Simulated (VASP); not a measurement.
Crystal: PbSe.

```
CELL_PARAMETERS angstrom
3.75892 0.00000 0.00000
0.00000 3.75892 0.00000
0.00000 0.00000 3.75892
ATOMIC_POSITIONS crystal
Pb 0.00000 0.00000 0.00000
Se 0.50000 0.50000 0.50000
```

Base run:

| Quantity | Value |
| --- | --- |
| Program | VASP 6.6.1 |
| Functional | PBE |
| Potentials or basis | VASP PAW PBE potentials, release 64 (Pb_d, Se) |
| Cutoff | 520 eV |
| k mesh | 7 × 7 × 7 |
| Occupations | fermi-dirac, width 0.05 eV |
| Spin | no spin polarisation |

Its results: band gap on the k mesh zero (band 10 reaches 5.53 eV, above the bottom of band 11 at 5.36 eV); pressure 0.8 GPa.

Q: The run is repeated on the same cell with these changes: functional from PBE to LDA; potentials or basis from VASP PAW PBE potentials, release 64 (Pb_d, Se) to VASP PAW LDA potentials, release 64 (Pb_d, Se). What comes out?

A: Band gap on the k mesh zero (band 10 reaches 5.39 eV, above the bottom of band 11 at 5.14 eV); pressure -3.9 GPa.

Caveats: spin-orbit coupling is left out, which moves the levels of the heavy elements.
